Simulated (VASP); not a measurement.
# C (P2_1/m) in VASP: notebook, part 2 of 2

VASP 6.6.1.

## (4) Single point, PBE (atoms displaced along a vibrational mode, the cell strained)

File INCAR:

```
PREC = Accurate
ENCUT = 520
EDIFF = 1E-7
ISMEAR = 0
SIGMA = 0.15
LREAL = F
LASPH = T
NELM = 80
ALGO = Normal
ISIF = 2
LWAVE = F
LCHARG = T
GGA = PE
LELF = T
LVHAR = T
NBANDS = 16
```

File KPOINTS:

```
regular mesh
0
Gamma
  18 18 6
```

File POSCAR:

```
C
1.0
    2.6391797485      0.0000000000      0.0000000000
   -1.3195898742      2.1360716891      0.0000000000
    0.0000000000      0.0000000000      8.5653080463
C
4
Direct
   -0.1731148902      0.0000000000      0.0025000000
    0.1731148902      0.0000000000      0.5025000000
    0.1602151513      0.6666666667      0.0025000000
    0.8397848487      0.3333333333      0.5025000000
```

Potentials or basis: VASP PAW PBE potentials, release 64 (C).

Launch:

```sh
$ cat potpaw_PBE.64/C/POTCAR > POTCAR
$ mpirun -np 1 vasp_std > vasp.out
```

OUTCAR:

```text
PREC = Accurate
   ENCUT = 520
   EDIFF = 1E-7
   ISMEAR = 0
   LREAL = F
   LASPH = T
   NELM = 80
   ISIF = 2
   GGA = PE

 ion  position               nearest neighbor table
   1  0.827  0.000  0.002-   3 1.42   3 1.50   3 1.50
   2  0.173  0.000  0.502-   4 1.42   4 1.50   4 1.50
   3  0.160  0.667  0.002-   1 1.42   1 1.50   1 1.50
   4  0.840  0.333  0.502-   2 1.42   2 1.50   2 1.50

  Warning from LATTYP: Monoclinic adjustment (A1->A3, A2->A1, A3->A2)!
  LATTYP: Found a base centered orthorhombic cell.
 ALAT       =     2.6391797485
 B/A-ratio  =     1.6187390725
 C/A-ratio  =     3.2454432295

  Lattice vectors:

 A1 = (   1.3195898742,  -2.1360716891,   0.0000000000)
 A2 = (   1.3195898743,   2.1360716891,   0.0000000000)
 A3 = (   0.0000000000,   0.0000000000,   8.5653080463)

Analysis of symmetry for initial positions (statically):
=====================================================================
 Subroutine PRICEL returns:
 Original cell was already a primitive cell.

 Routine SETGRP: Setting up the symmetry group for a
 base centered orthorhombic supercell.

 Subroutine GETGRP returns: Found  4 space group operations
 (whereof  1 operations were pure point group operations)
 out of a pool of  8 trial point group operations.

The static configuration has the point symmetry C_1 .
 The point group associated with its full space group is C_2h.

Analysis of symmetry for dynamics (positions and initial velocities):
=====================================================================
 Subroutine PRICEL returns:
 Original cell was already a primitive cell.

 Routine SETGRP: Setting up the symmetry group for a
 base centered orthorhombic supercell.

 Subroutine GETGRP returns: Found  4 space group operations
 (whereof  1 operations were pure point group operations)
 out of a pool of  8 trial point group operations.

The dynamic configuration has the point symmetry C_1 .
 The point group associated with its full space group is C_2h.

 Subroutine INISYM returns: Found  4 space group operations
 (whereof  1 operations are pure point group operations),
 and found     1 'primitive' translations

----------------------------------------------------------------------------------------

                                     Primitive cell

  volume of cell :      48.2867

  direct lattice vectors                    reciprocal lattice vectors
     2.639179749  0.000000000  0.000000000     0.378905605  0.234074541  0.000000000
    -1.319589874  2.136071689  0.000000000     0.000000000  0.468149082  0.000000000
     0.000000000  0.000000000  8.565308046     0.000000000  0.000000000  0.116750033

  length of vectors
     2.639179749  2.510800609  8.565308046     0.445376637  0.468149082  0.116750033

  position of ions in fractional coordinates (direct lattice)
     0.826885110  0.000000000  0.002500000
     0.173114890  0.000000000  0.502500000
     0.160215151  0.666666667  0.002500000
     0.839784849  0.333333333  0.502500000

  ion indices of the primitive-cell ions
   primitive index   ion index
                 1           1
                 2           2
                 3           3
                 4           4

----------------------------------------------------------------------------------------

 KPOINTS: regular mesh

[... 27 lines left out ...]
  0.111111  0.000000  0.000000      2.000000
  0.111111 -0.111111  0.000000      2.000000
  0.166667 -0.000000  0.000000      2.000000
[... 16 lines left out ...]
  0.111111  0.055556  0.000000      2.000000
  0.111111 -0.166667  0.000000      2.000000
 [... further k-points ...]
   k-points           NKPTS =    656   k-points in BZ     NKDIM =    656   number of bands    NBANDS=     16
   number of dos      NEDOS =    301   number of ions     NIONS =      4
   total plane-waves  NPLWV =  25600
   dimension x,y,z NGX =    20 NGY =   20 NGZ =   64
   dimension x,y,z NGXF=    40 NGYF=   40 NGZF=  128
   ions per type =               4
   NGX,Y,Z   is equivalent  to a cutoff of  12.60, 13.24, 12.42 a.u.
   NGXF,Y,Z  is equivalent  to a cutoff of  25.20, 26.48, 24.84 a.u.
 SYSTEM =  unknown system
   PREC   = accura    normal or accurate (medium, high low for compatibility)
   ISTART =      0    job   : 0-new  1-cont  2-samecut
   ICHARG =      2    charge: 1-file 2-atom 10-const
   ISPIN  =      1    spin polarized calculation?
   LNONCOLLINEAR =      F non collinear calculations
   LSORBIT =      F    spin-orbit coupling
   LASPH  =      T    aspherical Exc in radial PAW
   ENCUT  =  520.0 eV  38.22 Ry    6.18 a.u.   4.91  4.67 15.93*2*pi/ulx,y,z
   NELM   =     80;   NELMIN=  2; NELMDL= -5     # of ELM steps
   EDIFF  = 0.1E-06   stopping-criterion for ELM
   LREAL  =      F    real-space projection
   EDIFFG = 0.1E-05   stopping-criterion for IOM
   NSW    =      0    number of steps for IOM
   IBRION =     -1    ionic relax: 0-MD 1-quasi-New 2-CG
   NFREE  =      0    steps in history (QN), initial steepest desc. (CG)
   ISIF   =      2    stress and relaxation
   ISYM   =      2    0-nonsym 1-usesym 2-fastsym
   POTIM  = 0.5000    time-step for ionic-motion
   TEBEG  =    0.0;   TEEND  =   0.0 temperature during run
   PSTRESS=    0.0 pullay stress
   NELECT =      16.0000    total number of electrons
   NUPDOWN=      -1.0000    fix difference up-down
   EMIN   =  10.00;   EMAX   =-10.00  energy-range for DOS
   EFERMI =   0.00;   METHOD = LEGACY
   ISMEAR =     0;   SIGMA  =   0.15  broadening in eV -4-tet -1-fermi 0-gaus
   EFERMI_NEDOS =   21; number of points for ismear=-14 and -15
   IALGO  =     38    algorithm
   IMIX   =      4    mixing-type and parameters
     AMIX     =   0.40;   BMIX     =  1.00
     AMIX_MAG =   1.60;   BMIX_MAG =  1.00
  volume/ion in A,a.u.               =      12.07        81.46
  Fermi-wavevector in a.u.,A,eV,Ry     =   1.132850  2.140775 17.461011  1.283348
  Thomas-Fermi vector in A             =   2.269551
   LORBIT       =      0    0 simple, 1 ext, 2 COOP (PROOUT), +10 PAW based schemes
   GGA     = PE    functional components
   LHFCALC =     F    Hartree Fock is set to
   AEXX    =    0.0000 exact exchange contribution
   IVDW    =     0    specifies the selected vdW correction
   LEPSILON=     F    determine dielectric tensor
   LRPA    =     F    only Hartree local field effects (RPA)
 non-spin polarized calculation
 Gauss-broadening in eV      SIGMA  =   0.15
  energy-cutoff  :      520.00
  volume of cell :       48.29
 maximum number of plane-waves:      1318
   NGX =  9   NGY =  9   NGZ = 31

 number of electron      16.0000000 magnetization

 Free energy of the ion-electron system (eV)
  ---------------------------------------------------
  ext. energy  EPLUGINS =         0.00000000
  ---------------------------------------------------
  free energy    TOTEN  =       -36.41938629 eV

  energy without entropy =      -36.41938216  energy(sigma->0) =      -36.41938423

 E-fermi :   2.2657     XC(G=0):  -8.5287

 val. band max:        1.9354434537   @ k =   0.3333   0.3333   0.0000
 cond. band min:       2.6045390906   @ k =   0.3333   0.3333   0.0000
 fundamental gap:      0.6690956369
 Fermi energy:         2.2656716823

 k-point     1 :       0.0000    0.0000    0.0000
  band No.  band energies     occupation
      1     -16.5057      2.00000
      2     -16.4690      2.00000
      3      -4.9621      2.00000
      4      -4.4640      2.00000
      5      -0.8740      2.00000
      6      -0.8731      2.00000
[... 433 lines left out ...]
      3      -4.3913      2.00000
      4      -3.9081      2.00000
      5      -2.6938      2.00000
      6      -2.6881      2.00000
[... 8 lines left out ...]
     15      10.9766      0.00000
     16      11.0664      0.00000

 [... further k-points ...]

------------------------ aborting loop because EDIFF is reached ----------------------------------------

  FORCE on cell =-STRESS in cart. coord.  units (eV):
  Direction    XX          YY          ZZ          XY          YZ          ZX
  --------------------------------------------------------------------------------------
  -------------------------------------------------------------------------------------
  Total      -14.0063982     -2.0362038      0.0154881     -0.0026731      0.0000000      0.0000000
  in kB     -464.7391638    -67.5622415      0.5139039     -0.0886957      0.0000000      0.0000000
  external PRESSURE =    -177.2625005 kB  Pullay stress =       0.0000000 kB

 VOLUME and BASIS-vectors are now :
 -----------------------------------------------------------------------------
  energy-cutoff  :      520.00
  volume of cell :       48.29
      direct lattice vectors                 reciprocal lattice vectors
     2.639179749  0.000000000  0.000000000     0.378905605  0.234074541  0.000000000
    -1.319589874  2.136071689  0.000000000     0.000000000  0.468149082  0.000000000
     0.000000000  0.000000000  8.565308046     0.000000000  0.000000000  0.116750033

 POSITION                                       TOTAL-FORCE (eV/Angst)
 -----------------------------------------------------------------------------------
      2.18230      0.00000      0.02141         0.000139     -0.345300      0.000000
      0.45688      0.00000      4.30407        -0.000139      0.345300      0.000000
     -0.45689      1.42405      0.02141         0.000973      0.343311      0.000000
      1.77648      0.71202      4.30407        -0.000973     -0.343311      0.000000
 -----------------------------------------------------------------------------------
    total drift:                                0.000000      0.000000     -0.000014

  FREE ENERGIE OF THE ION-ELECTRON SYSTEM (eV)
  ---------------------------------------------------
  free  energy   TOTEN  =       -36.4193862894 eV

  energy  without entropy=      -36.4193821608  energy(sigma->0) =      -36.41938423
```

stdout:

```text
POSCAR found type information on POSCAR C
 POSCAR found :  1 types and       4 ions
 scaLAPACK will be used
 LDA part: xc-table for (Slater+PW92), standard interpolation
 POSCAR, INCAR and KPOINTS ok, starting setup
 FFT: planning ... GRIDC
 FFT: planning ... GRID_SOFT
 FFT: planning ... GRID
 WAVECAR not read
 entering main loop
```

Wall time 13 min (1 thread of Intel Xeon 8259CL, shared host); peak memory 0.44 GiB.

Results:

| Quantity | Value |
| --- | --- |
| Free energy | -36.4194 eV |
| Pressure | -17.7 GPa |
| Largest force | 0.345 eV/Å |

Forces on the atoms (eV/Å):
```
C    0.000 -0.345  0.000
C    0.000  0.345  0.000
C    0.001  0.343  0.000
C   -0.001 -0.343  0.000
```

Caveat: the cell differs from its parent crystal (atoms displaced along a vibrational mode, the cell strained); the stress differs along the axes, from -46 to 0 GPa; this functional lacks dispersion, which binds layers or chains, so the pressure and a relaxed spacing across them are unreliable.

## (5) The runs side by side

```csv
cell,pressure (GPa),largest force (eV/Å)
"a = 2.351, b = 2.438, c = 8.565 Å, angles 90.0, 90.0, 118.8°, 4 atoms",18.0,0.76
"a = 2.467, b = 2.467, c = 8.565 Å, angles 90.0, 90.0, 120.0°, 4 atoms",0.4,-
"a = 2.639, b = 2.511, c = 8.565 Å, angles 90.0, 90.0, 121.7°, 4 atoms",-17.7,0.35
```

Alike in all rows: task single point; level PBE; potentials or basis VASP PAW PBE potentials, release 64 (C); no spin polarisation; k mesh 18 × 18 × 6; cutoff (eV) 520; smearing gaussian 0.15 eV.

Caveats: this functional lacks dispersion, which binds layers or chains, so the pressure and a relaxed spacing across them are unreliable; the stress differs along the axes, from -0 to 46 GPa (at least some runs); the stress differs along the axes, from -46 to 0 GPa (at least some runs).

Absolute energies hang on the potentials; compare differences alone.
